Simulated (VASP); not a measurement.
Input of a VASP 6.6.1 run:

The input POSCAR:

```
NaI
1.0
    4.0405366932      0.0000000000      0.0000000000
    0.0000000000      4.0405366932      0.0000000000
    0.0000000000      0.0000000000      4.0405366932
Na I
1 1
Direct
    0.0000000000      0.0000000000      0.0000000000
    0.5000000000      0.5000000000      0.5000000000
```

Contents of INCAR.step1:

```
ALGO     = Normal         # electronic algorithm
EDIFF    = 1E-5           # SCF threshold, eV
ENCUT    = 520            # plane-wave cutoff, eV
GGA      = PE             # functional
ISIF     = 2              # what is computed and relaxed
ISMEAR   = 0              # smearing method
LASPH    = True           # aspherical terms in the spheres
LREAL    = False          # projectors in reciprocal space
LWAVE    = True           # write WAVECAR
NBANDS   = 14             # bands
NELM     = 60             # most SCF steps
PREC     = Accurate       # precision mode
SIGMA    = 0.01           # smearing width, eV
```

Contents of INCAR.step2:

```
ALGO     = Normal         # electronic algorithm
EDIFF    = 1E-7           # SCF threshold, eV
ENCUT    = 520            # plane-wave cutoff, eV
GGA      = PE             # functional
HFSCREEN = 0.2079         # screening, 1/A
ISIF     = 2              # what is computed and relaxed
ISMEAR   = 0              # smearing method
ISTART   = 1            
LASPH    = True           # aspherical terms in the spheres
LCHARG   = True           # write CHGCAR
LELF     = True           # ELF
LHFCALC  = True           # exact exchange
LREAL    = False          # projectors in reciprocal space
LVHAR    = True         
LWAVE    = False          # write WAVECAR
NBANDS   = 14             # bands
NELM     = 60             # most SCF steps
PREC     = Accurate       # precision mode
PRECFOCK = Normal       
SIGMA    = 0.01           # smearing width, eV
```

Contents of KPOINTS:

```
k-points
0
Gamma
  4 4 4
```

Potentials or basis: VASP PAW PBE potentials, release 64 (Na_pv, I).

Run with:

```bash
$ cat potpaw_PBE.64/Na_pv/POTCAR potpaw_PBE.64/I/POTCAR > POTCAR
$ cp INCAR.step1 INCAR
$ mpirun -np 1 vasp_std > vasp.out
$ cp INCAR.step2 INCAR
$ mpirun -np 1 vasp_std > vasp.out
```

(1) Predict the band gap on the k mesh.

(2) What does it give for the pressure?

Results:

(1) 3.22 eV, indirect (least direct gap 3.68 eV).

(2) 0.2 GPa.

Caveat: the PAW data sets were made with another functional, which shifts forces and pressure a little; spin-orbit coupling is left out, which moves the levels of the heavy elements.
